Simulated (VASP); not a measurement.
Input of a VASP 6.6.1 run:

The input INCAR:

```
PREC = Accurate ; ENCUT = 520
EDIFF = 1E-6 ; ISMEAR = 1
SIGMA = 0.01 ; LREAL = False
LASPH = True ; NELM = 60
ALGO = Normal ; ISIF = 2
LWAVE = False ; LCHARG = False
GGA = CA ; NBANDS = 19
```

File KPOINTS:

```
Automatic mesh
0
Gamma
  3 3 3
```

File POSCAR:

```
Li3TeCl
1.0
    5.0519421388      0.0000000000      0.0000000000
    0.0000000000      5.0519421388      0.0000000000
    0.0000000000      0.0000000000      5.0519421388
Cl Te Li
1 1 3
Direct
    0.0000000000      0.0000000000      0.0000000000
    0.5000000000      0.5000000000      0.5000000000
    0.5000000000      0.5000000000      0.0000000000
    0.0000000000      0.5000000000      0.5000000000
    0.5000000000      0.0000000000      0.5000000000
```

Potentials or basis: VASP PAW LDA potentials, release 64 (Cl, Te, Li_sv).

Launch:

```bash
$ cat potpaw_LDA.64/Cl/POTCAR potpaw_LDA.64/Te/POTCAR potpaw_LDA.64/Li_sv/POTCAR > POTCAR
$ mpirun -np 1 vasp_std > vasp.out
```

Task: Estimate the band gap on the k mesh.

Result: 3.43 eV, indirect (least direct gap 3.62 eV).

Caveat: spin-orbit coupling is left out, which moves the levels of the heavy elements. Expect the measured gap to be larger: semilocal functionals such as LDA lack the derivative discontinuity.
